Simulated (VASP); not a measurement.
# Re (Fm-3m) in VASP: further runs

Re is run at these levels: PBE; tasks: single point.

Everything below comes from runs of VASP 6.6.1. Logs are shortened: lines on timing, memory, paths and dates and some standing lists are left out, and cuts for length are marked.

**1. The cell of the first run**

Symmetry: Fm-3m, No. 225, cubic system. Conventional cell: a = 3.870 Å, b = 3.870 Å, c = 3.870 Å, α = 90.00°, β = 90.00°, γ = 90.00°. Within 3.6 Å of Re (site symmetry m-3m) lie 12 Re at 2.74 Å.

**2. Single point, PBE (volume scaled by 0.9405)**

File INCAR:

```
  ALGO = Normal
  EDIFF = 1E-6
  ENCUT = 520
  GGA = PE
  ISIF = 2
  ISMEAR = -1
  LASPH = T
  LCHARG = F
  LREAL = F
  LWAVE = F
  NBANDS = 10
  NELM = 100
  PREC = Accurate
  SIGMA = 0.05
```

File KPOINTS:

```
k-points
0
Gamma
  14 14 14
```

File POSCAR:

```
Re
1.0
    0.0000000000      1.9350255327      1.9350255327
    1.9350255327      0.0000000000      1.9350255327
    1.9350255327      1.9350255327      0.0000000000
Re
1
Direct
    0.0000000000      0.0000000000      0.0000000000
```

Potentials or basis: VASP PAW PBE potentials, release 64 (Re).

Started as:

```
> cat potpaw_PBE.64/Re/POTCAR > POTCAR
> mpirun -np 1 vasp_std > vasp.out
```

OUTCAR:

```text
EDIFF = 1E-6
   ENCUT = 520
   GGA = PE
   ISIF = 2
   ISMEAR = -1
   LASPH = T
   LREAL = F
   NELM = 100
   PREC = Accurate

 ion  position               nearest neighbor table
   1  0.000  0.000  0.000-

  LATTYP: Found a face centered cubic cell.
 ALAT       =     3.8700510654

  Lattice vectors:

 A1 = (   0.0000000000,   1.9350255327,   1.9350255327)
 A2 = (   1.9350255327,   0.0000000000,   1.9350255327)
 A3 = (   1.9350255327,   1.9350255327,   0.0000000000)

Analysis of symmetry for initial positions (statically):
[... 6 lines left out ...]

 Subroutine GETGRP returns: Found 48 space group operations
 (whereof 48 operations were pure point group operations)
 out of a pool of 48 trial point group operations.

The static configuration has the point symmetry O_h .

Analysis of symmetry for dynamics (positions and initial velocities):
[... 6 lines left out ...]

 Subroutine GETGRP returns: Found 48 space group operations
 (whereof 48 operations were pure point group operations)
 out of a pool of 48 trial point group operations.

The dynamic configuration has the point symmetry O_h .

 Subroutine INISYM returns: Found 48 space group operations
 (whereof 48 operations are pure point group operations),
 and found     1 'primitive' translations

----------------------------------------------------------------------------------------

                                     Primitive cell

  volume of cell :      14.4907

  direct lattice vectors                    reciprocal lattice vectors
     0.000000000  1.935025533  1.935025533    -0.258394523  0.258394523  0.258394523
     1.935025533  0.000000000  1.935025533     0.258394523 -0.258394523  0.258394523
     1.935025533  1.935025533  0.000000000     0.258394523  0.258394523 -0.258394523

  length of vectors
     2.736539352  2.736539352  2.736539352     0.447552443  0.447552443  0.447552443

  position of ions in fractional coordinates (direct lattice)
     0.000000000  0.000000000  0.000000000

  ion indices of the primitive-cell ions
   primitive index   ion index
                 1           1

----------------------------------------------------------------------------------------

 KPOINTS: k-points

Automatic generation of k-mesh.
 Grid dimensions read from file:
 generate k-points for:   14   14   14

 Generating k-lattice:

  Cartesian coordinates                     Fractional coordinates (reciprocal lattice)
    -0.018456752  0.018456752  0.018456752     0.071428571  0.000000000  0.000000000
[... 55 lines left out ...]
   LSORBIT =      F    spin-orbit coupling
   LASPH  =      T    aspherical Exc in radial PAW
   ENCUT  =  520.0 eV  38.22 Ry    6.18 a.u.   5.09  5.09  5.09*2*pi/ulx,y,z
   NELM   =    100;   NELMIN=  2; NELMDL= -5     # of ELM steps
   EDIFF  = 0.1E-05   stopping-criterion for ELM
   LREAL  =      F    real-space projection
   EDIFFG = 0.1E-04   stopping-criterion for IOM
   NSW    =      0    number of steps for IOM
   IBRION =     -1    ionic relax: 0-MD 1-quasi-New 2-CG
   NFREE  =      0    steps in history (QN), initial steepest desc. (CG)
   ISIF   =      2    stress and relaxation
   ISYM   =      2    0-nonsym 1-usesym 2-fastsym
   POTIM  = 0.5000    time-step for ionic-motion
   TEBEG  =    0.0;   TEEND  =   0.0 temperature during run
   PSTRESS=    0.0 pullay stress
   NELECT =       7.0000    total number of electrons
   NUPDOWN=      -1.0000    fix difference up-down
   EMIN   =  10.00;   EMAX   =-10.00  energy-range for DOS
   EFERMI =   0.00;   METHOD = LEGACY
   ISMEAR =    -1;   SIGMA  =   0.05  broadening in eV -4-tet -1-fermi 0-gaus
   EFERMI_NEDOS =   21; number of points for ismear=-14 and -15
   IALGO  =     38    algorithm
   IMIX   =      4    mixing-type and parameters
     AMIX     =   0.40;   BMIX     =  1.00
     AMIX_MAG =   1.60;   BMIX_MAG =  1.00
  volume/ion in A,a.u.               =      14.49        97.79
  Fermi-wavevector in a.u.,A,eV,Ry     =   1.284530  2.427409 22.449838  1.650017
  Thomas-Fermi vector in A             =   2.416718
   LORBIT       =      0    0 simple, 1 ext, 2 COOP (PROOUT), +10 PAW based schemes
   GGA     = PE    functional components
   LHFCALC =     F    Hartree Fock is set to
   AEXX    =    0.0000 exact exchange contribution
   IVDW    =     0    specifies the selected vdW correction
   LEPSILON=     F    determine dielectric tensor
   LRPA    =     F    only Hartree local field effects (RPA)
 non-spin polarized calculation
  energy-cutoff  :      520.00
  volume of cell :       14.49
 maximum number of plane-waves:       399
   NGX = 11   NGY = 11   NGZ = 11

 number of electron       7.0000001 magnetization

 Free energy of the ion-electron system (eV)
  ---------------------------------------------------
  ext. energy  EPLUGINS =         0.00000000
  ---------------------------------------------------
  free energy    TOTEN  =       -12.34122902 eV

  energy without entropy =      -12.33220619  energy(sigma->0) =      -12.33671760

 E-fermi :   8.3459     XC(G=0): -13.8149

 val. band max:        8.3045076471   @ k =   0.5000   0.3571   0.0000
 cond. band min:       8.3586311575   @ k =  -0.1429   0.1429   0.0000
 fundamental gap:      0.0541235104
 Fermi energy:         8.3458579878

 k-point     1 :       0.0000    0.0000    0.0000
  band No.  band energies     occupation
      1      -1.8948      2.00000
      2       6.3913      2.00000
      3       6.3913      2.00000
      4       6.3913      2.00000
      5       9.6574      0.00000
      6       9.6574      0.00000
      7      22.2689      0.00000
      8      28.0203      0.00000
      9      28.0203      0.00000
     10      28.0203      0.00000
[... 287 lines left out ...]
 k-point    24 :       0.2857    0.1429    0.0000
  band No.  band energies     occupation
      1       1.0017      2.00000
      2       4.6674      2.00000
      3       6.6735      2.00000
      4       7.6654      2.00000
      5       9.1832      0.00000
      6      10.7952      0.00000
      7      23.8936      0.00000
      8      27.1426      0.00000
      9      29.5085      0.00000
     10      29.9691      0.00000

 [... further k-points ...]
[... 5 lines left out ...]
  --------------------------------------------------------------------------------------
  -------------------------------------------------------------------------------------
  Total        1.1848954      1.1848954      1.1848954     -0.0000000      0.0000000     -0.0000000
  in kB      131.0088046    131.0088046    131.0088046     -0.0000000      0.0000000     -0.0000000
  external PRESSURE =     131.0088046 kB  Pullay stress =       0.0000000 kB

 VOLUME and BASIS-vectors are now :
 -----------------------------------------------------------------------------
  energy-cutoff  :      520.00
  volume of cell :       14.49
      direct lattice vectors                 reciprocal lattice vectors
     0.000000000  1.935025533  1.935025533    -0.258394523  0.258394523  0.258394523
     1.935025533  0.000000000  1.935025533     0.258394523 -0.258394523  0.258394523
     1.935025533  1.935025533  0.000000000     0.258394523  0.258394523 -0.258394523

 POSITION                                       TOTAL-FORCE (eV/Angst)
 -----------------------------------------------------------------------------------
      0.00000      0.00000      0.00000         0.000000     -0.000000      0.000000
 -----------------------------------------------------------------------------------
    total drift:                                0.000000      0.000000     -0.000000

  FREE ENERGIE OF THE ION-ELECTRON SYSTEM (eV)
  ---------------------------------------------------
  free  energy   TOTEN  =       -12.3412290204 eV

  energy  without entropy=      -12.3322061891  energy(sigma->0) =      -12.33671760
```

stdout:

```text
POSCAR found type information on POSCAR Re
 POSCAR found :  1 types and       1 ions
 scaLAPACK will be used
 LDA part: xc-table for (Slater+PW92), standard interpolation
 POSCAR, INCAR and KPOINTS ok, starting setup
 FFT: planning ... GRIDC
 FFT: planning ... GRID_SOFT
 FFT: planning ... GRID
 WAVECAR not read
 entering main loop
```

It took 6.2 s on 1 thread of Intel Xeon 6975P-C (Granite Rapids), shared host; peak memory 0.13 GiB.

What came out:

```yaml
Free_energy: -12.3412 eV
Pressure: 13.1 GPa
```

Levels at points of the mesh, in eV from the Fermi level:
```
           k point  band 2  band 3  band 4  band 5  band 6  band 7
(0.00, 0.00, 0.00)   -1.95   -1.95   -1.95    1.31    1.31   13.92
(0.50, 0.00, 0.00)   -2.17   -2.17    0.25    3.93    3.93   10.21
(0.50, 0.50, 0.00)   -6.09    2.88    3.88    4.69    4.69   12.42
```

Caveat: spin-orbit coupling is left out, which moves the levels of the heavy elements.

**3. Single point, PBE (volume scaled by 0.97)**

File INCAR:

```
PREC = Accurate
ENCUT = 520
EDIFF = 1E-6
ISMEAR = -1
SIGMA = 0.05
LREAL = F
LASPH = T
NELM = 80
ALGO = Normal
ISIF = 2
LWAVE = F
LCHARG = F
GGA = PE
NBANDS = 10
```

File KPOINTS:

```
regular mesh
0
Gamma
  14 14 14
```

File POSCAR:

```
Re
1.0
    0.0000000000      1.9550491410      1.9550491410
    1.9550491410      0.0000000000      1.9550491410
    1.9550491410      1.9550491410      0.0000000000
Re
1
Direct
    0.0000000000      0.0000000000      0.0000000000
```

Potentials or basis: VASP PAW PBE potentials, release 64 (Re).

Started as:

```
> cat potpaw_PBE.64/Re/POTCAR > POTCAR
> mpirun -np 1 vasp_std > vasp.out
```

Run time: 6.4 s. Hardware: 1 thread of Intel Xeon 6975P-C (Granite Rapids), shared host; peak memory 0.14 GiB.

The run converged. Its results:

- Free energy: -12.3608 eV
- Pressure: 0.8 GPa

Levels at points of the mesh, in eV from the Fermi level:
| k point | band 2 | band 3 | band 4 | band 5 | band 6 | band 7 |
| --- | --- | --- | --- | --- | --- | --- |
| (0.00, 0.00, 0.00) | -1.87 | -1.87 | -1.87 | 1.25 | 1.25 | 13.90 |
| (0.50, 0.00, 0.00) | -2.07 | -2.07 | 0.20 | 3.74 | 3.74 | 9.76 |
| (0.50, 0.50, 0.00) | -5.83 | 2.74 | 3.69 | 4.47 | 4.47 | 12.16 |

Caveat: spin-orbit coupling is left out, which moves the levels of the heavy elements.

**4. Single point, PBE (volume scaled by 1.03)**

File INCAR:

```
PREC = Accurate
ENCUT = 520
EDIFF = 1E-7
ISMEAR = -1
SIGMA = 0.05
LREAL = F
LASPH = T
NELM = 60
ALGO = Normal
ISIF = 2
LWAVE = F
LCHARG = T
GGA = PE
LELF = T
LVHAR = T
NBANDS = 10
```

File KPOINTS:

```
Automatic mesh
0
Gamma
  14 14 14
```

File POSCAR:

```
Re
1.0
    0.0000000000      1.9945557272      1.9945557272
    1.9945557272      0.0000000000      1.9945557272
    1.9945557272      1.9945557272      0.0000000000
Re
1
Direct
    0.0000000000      0.0000000000      0.0000000000
```

Potentials or basis: VASP PAW PBE potentials, release 64 (Re).

Started as:

```
> cat potpaw_PBE.64/Re/POTCAR > POTCAR
> mpirun -np 1 vasp_std > vasp.out
```

OUTCAR:

```text
PREC = Accurate
   ENCUT = 520
   EDIFF = 1E-7
   ISMEAR = -1
   LREAL = F
   LASPH = T
   NELM = 60
   ISIF = 2
   GGA = PE

 ion  position               nearest neighbor table
   1  0.000  0.000  0.000-

  LATTYP: Found a face centered cubic cell.
 ALAT       =     3.9891114544

  Lattice vectors:

 A1 = (   0.0000000000,   1.9945557272,   1.9945557272)
 A2 = (   1.9945557272,   0.0000000000,   1.9945557272)
 A3 = (   1.9945557272,   1.9945557272,   0.0000000000)

Analysis of symmetry for initial positions (statically):
[... 6 lines left out ...]

 Subroutine GETGRP returns: Found 48 space group operations
 (whereof 48 operations were pure point group operations)
 out of a pool of 48 trial point group operations.

The static configuration has the point symmetry O_h .

Analysis of symmetry for dynamics (positions and initial velocities):
[... 6 lines left out ...]

 Subroutine GETGRP returns: Found 48 space group operations
 (whereof 48 operations were pure point group operations)
 out of a pool of 48 trial point group operations.

The dynamic configuration has the point symmetry O_h .

 Subroutine INISYM returns: Found 48 space group operations
 (whereof 48 operations are pure point group operations),
 and found     1 'primitive' translations

----------------------------------------------------------------------------------------

                                     Primitive cell

  volume of cell :      15.8697

  direct lattice vectors                    reciprocal lattice vectors
     0.000000000  1.994555727  1.994555727    -0.250682392  0.250682392  0.250682392
     1.994555727  0.000000000  1.994555727     0.250682392 -0.250682392  0.250682392
     1.994555727  1.994555727  0.000000000     0.250682392  0.250682392 -0.250682392

  length of vectors
     2.820727760  2.820727760  2.820727760     0.434194639  0.434194639  0.434194639

  position of ions in fractional coordinates (direct lattice)
     0.000000000  0.000000000  0.000000000

  ion indices of the primitive-cell ions
[... 90 lines left out ...]
   EFERMI_NEDOS =   21; number of points for ismear=-14 and -15
   IALGO  =     38    algorithm
   IMIX   =      4    mixing-type and parameters
     AMIX     =   0.40;   BMIX     =  1.00
     AMIX_MAG =   1.60;   BMIX_MAG =  1.00
  volume/ion in A,a.u.               =      15.87       107.09
  Fermi-wavevector in a.u.,A,eV,Ry     =   1.246191  2.354960 21.129745  1.552992
  Thomas-Fermi vector in A             =   2.380380
   LORBIT       =      0    0 simple, 1 ext, 2 COOP (PROOUT), +10 PAW based schemes
   GGA     = PE    functional components
   LHFCALC =     F    Hartree Fock is set to
   AEXX    =    0.0000 exact exchange contribution
   IVDW    =     0    specifies the selected vdW correction
   LEPSILON=     F    determine dielectric tensor
   LRPA    =     F    only Hartree local field effects (RPA)
 non-spin polarized calculation
  energy-cutoff  :      520.00
  volume of cell :       15.87
 maximum number of plane-waves:       444
 NGX is ok and might be reduce to    24
   NGX = 11   NGY = 11   NGZ = 11

 number of electron       7.0000000 magnetization

 Free energy of the ion-electron system (eV)
  ---------------------------------------------------
  ext. energy  EPLUGINS =         0.00000000
  ---------------------------------------------------
  free energy    TOTEN  =       -12.30665832 eV

  energy without entropy =      -12.29653876  energy(sigma->0) =      -12.30159854

 E-fermi :   7.2242     XC(G=0): -13.3163

 val. band max:        7.1961185480   @ k =  -0.2143   0.2857   0.0714
 cond. band min:       7.2577483751   @ k =  -0.1429   0.1429   0.0000
 fundamental gap:      0.0616298271
 Fermi energy:         7.2242166120

 k-point     1 :       0.0000    0.0000    0.0000
  band No.  band energies     occupation
      1      -2.3636      2.00000
      2       5.5159      2.00000
      3       5.5159      2.00000
      4       5.5159      2.00000
      5       8.3556      0.00000
      6       8.3556      0.00000
      7      21.0708      0.00000
      8      26.3034      0.00000
      9      26.3034      0.00000
     10      26.3034      0.00000
[... 287 lines left out ...]
 k-point    24 :       0.2857    0.1429    0.0000
  band No.  band energies     occupation
      1       0.3135      2.00000
      2       3.9897      2.00000
      3       5.7851      2.00000
      4       6.6350      1.99998
      5       7.9583      0.00000
      6       9.3530      0.00000
      7      22.0886      0.00000
      8      25.0465      0.00000
      9      27.0288      0.00000
     10      27.7464      0.00000

 [... further k-points ...]
[... 5 lines left out ...]
  --------------------------------------------------------------------------------------
  -------------------------------------------------------------------------------------
  Total       -1.8558026     -1.8558026     -1.8558026      0.0000000      0.0000000      0.0000000
  in kB     -187.3586902   -187.3586902   -187.3586902      0.0000000      0.0000000      0.0000000
  external PRESSURE =    -187.3586902 kB  Pullay stress =       0.0000000 kB

 VOLUME and BASIS-vectors are now :
 -----------------------------------------------------------------------------
  energy-cutoff  :      520.00
  volume of cell :       15.87
      direct lattice vectors                 reciprocal lattice vectors
     0.000000000  1.994555727  1.994555727    -0.250682392  0.250682392  0.250682392
     1.994555727  0.000000000  1.994555727     0.250682392 -0.250682392  0.250682392
     1.994555727  1.994555727  0.000000000     0.250682392  0.250682392 -0.250682392

 POSITION                                       TOTAL-FORCE (eV/Angst)
 -----------------------------------------------------------------------------------
      0.00000      0.00000      0.00000        -0.000000     -0.000000     -0.000000
 -----------------------------------------------------------------------------------
    total drift:                               -0.000000      0.000000     -0.000000

  FREE ENERGIE OF THE ION-ELECTRON SYSTEM (eV)
  ---------------------------------------------------
  free  energy   TOTEN  =       -12.3066583176 eV

  energy  without entropy=      -12.2965387611  energy(sigma->0) =      -12.30159854
```

OSZICAR:

```text
N       E                     dE             d eps       ncg     rms          rms(c)
DAV:   1     0.497088061536E+01    0.49709E+01   -0.34521E+03  3252   0.764E+02
DAV:   2    -0.126203781080E+02   -0.17591E+02   -0.16430E+02  3176   0.153E+02
DAV:   3    -0.130716846249E+02   -0.45131E+00   -0.40038E+00  3448   0.421E+01
DAV:   4    -0.130744875401E+02   -0.28029E-02   -0.28009E-02  3422   0.168E+00
DAV:   5    -0.130744956731E+02   -0.81330E-05   -0.81306E-05  3082   0.346E-02    0.260E+01
DAV:   6    -0.124930797379E+02    0.58142E+00   -0.54902E-01  3282   0.199E+01    0.952E+00
DAV:   7    -0.123132175130E+02    0.17986E+00   -0.35994E-01  3306   0.153E+01    0.105E+00
DAV:   8    -0.123070532037E+02    0.61643E-02   -0.37965E-03  3178   0.622E-01    0.230E-01
DAV:   9    -0.123066481838E+02    0.40502E-03   -0.41996E-04  3196   0.226E-01    0.195E-02
DAV:  10    -0.123066584723E+02   -0.10289E-04   -0.11425E-05  2998   0.213E-02    0.299E-03
DAV:  11    -0.123066586667E+02   -0.19434E-06   -0.14746E-07  2436   0.933E-03    0.174E-03
DAV:  12    -0.123066583023E+02    0.36440E-06   -0.51729E-08  1582   0.520E-03    0.204E-04
DAV:  13    -0.123066583176E+02   -0.15344E-07   -0.38783E-09  1326   0.685E-04
   1 F= -.12306658E+02 E0= -.12301599E+02  d E =-.101196E-01
```

stdout:

```text
POSCAR found type information on POSCAR Re
 POSCAR found :  1 types and       1 ions
 scaLAPACK will be used
 LDA part: xc-table for (Slater+PW92), standard interpolation
 POSCAR, INCAR and KPOINTS ok, starting setup
 FFT: planning ... GRIDC
 FFT: planning ... GRID_SOFT
 FFT: planning ... GRID
 WAVECAR not read
 entering main loop
```

Run time: 8.1 s. Hardware: 1 thread of Intel Xeon 6975P-C (Granite Rapids), shared host; peak memory 0.15 GiB.

What came out:

```
Free energy : -12.3067 eV
Pressure    : -18.7 GPa
```

Caveat: spin-orbit coupling is left out, which moves the levels of the heavy elements.

**5. Overview**

| cell | gap on the mesh (eV) | pressure (GPa) |
| --- | --- | --- |
| a = 2.737 Å, angles 60.0°, 1 atom | none | 13.1 |
| a = 2.765 Å, angles 60.0°, 1 atom | none | 0.8 |
| a = 2.821 Å, angles 60.0°, 1 atom | none | -18.7 |

Alike in all rows: task single point; level PBE; potentials or basis VASP PAW PBE potentials, release 64 (Re); no spin polarisation; k mesh 14 × 14 × 14; cutoff (eV) 520; smearing fermi-dirac 0.05 eV.

Caveats: spin-orbit coupling is left out, which moves the levels of the heavy elements.

Total energies depend on the potentials used, so only differences within one code and one set of settings carry meaning.
